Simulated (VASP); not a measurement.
The system is Cs2AgBiBr6.

```xyz
10
Lattice="0.0000 5.6161 5.6161 5.6161 0.0000 5.6161 5.6161 5.6161 0.0000" Properties=species:S:1:pos:R:3 pbc="T T T"
Bi    0.0000    0.0000    0.0000
Cs    8.4242    8.4242    8.4242
Cs    2.8081    2.8081    2.8081
Ag    5.6161    5.6161    5.6161
Br    5.6161    5.6161    8.4180
Br    5.6161    5.6161    2.8142
Br    2.8142    5.6161    5.6161
Br    5.6161    8.4180    5.6161
Br    8.4180    5.6161    5.6161
Br    5.6161    2.8142    5.6161
```

Base run:

```yaml
Program: VASP 6.6.1
Functional: PBEsol
Potentials_or_basis: VASP PAW PBE potentials, release 64 (Bi_d, Cs_sv, Ag, Br)
Cutoff: 520 eV
k_mesh: 4 × 4 × 4
Occupations: fermi-dirac, width 0.05 eV
Spin: no spin polarisation
Hubbard_terms: Ag d U = 1.0 eV
```

Its results: band gap on the k mesh 1.26 eV (least direct gap 2.46 eV); pressure 0.0 GPa; largest force 0.297 eV/Å.

**Question.** The run is repeated on the same cell with these changes: hubbard terms from Ag d U = 1.0 eV to Ag d U = 3.0 eV; further incar settings from ALGO = Normal; EDIFF = 1e-06; NBANDS = 54 to ALGO = Normal; EDIFF = 1e-07; NBANDS = 54. What comes out?

**Answer.** Band gap on the k mesh 1.42 eV (least direct gap 2.59 eV); pressure 0.0 GPa; largest force 0.279 eV/Å.

Caveats: the PAW data sets were made with another functional, which shifts forces and pressure a little; spin-orbit coupling is left out, which moves the levels of the heavy elements.

A k mesh can miss the band edges.
